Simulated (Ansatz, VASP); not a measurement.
# CaSe: VASP beside Ansatz

```
CELL_PARAMETERS angstrom
0.00000 2.90665 2.90665
2.90665 0.00000 2.90665
2.90665 2.90665 0.00000
ATOMIC_POSITIONS crystal
Ca 0.00000 0.00000 0.00000
Se 0.50000 0.50000 0.50000
```

Alike in both runs: functional r2SCAN; k mesh 8 × 8 × 8; occupations fermi-dirac, width 0.02 eV; no spin polarisation.

Ansatz relaxed the structure, and its values are those at the end. VASP's run is a single point on that final structure, the one shown.

|  | VASP | Ansatz |
| --- | --- | --- |
| version | VASP 6.6.1 | Ansatz 0.2.0 |
| potentials or method | VASP PAW PBE potentials, release 64 (Ca_sv, Se), cutoff 520 eV | PAW plane waves |
| valence electrons in the cell | 16 | 26 |

|  | VASP | Ansatz | Ansatz less VASP |
| --- | --- | --- | --- |
| gap on the k mesh at the Fermi level (eV) | 2.36 | 2.36 | +0.002 |
| pressure (GPa) | 4.0 | 3.6 | -0.32 |

VASP's potentials were made for PBE, not for r2SCAN. VASP's potentials hold 16 valence electrons a cell and Ansatz's 26, so a difference there can come from the potentials and not from the codes. Ansatz's warnings: stress scf threshold loose.
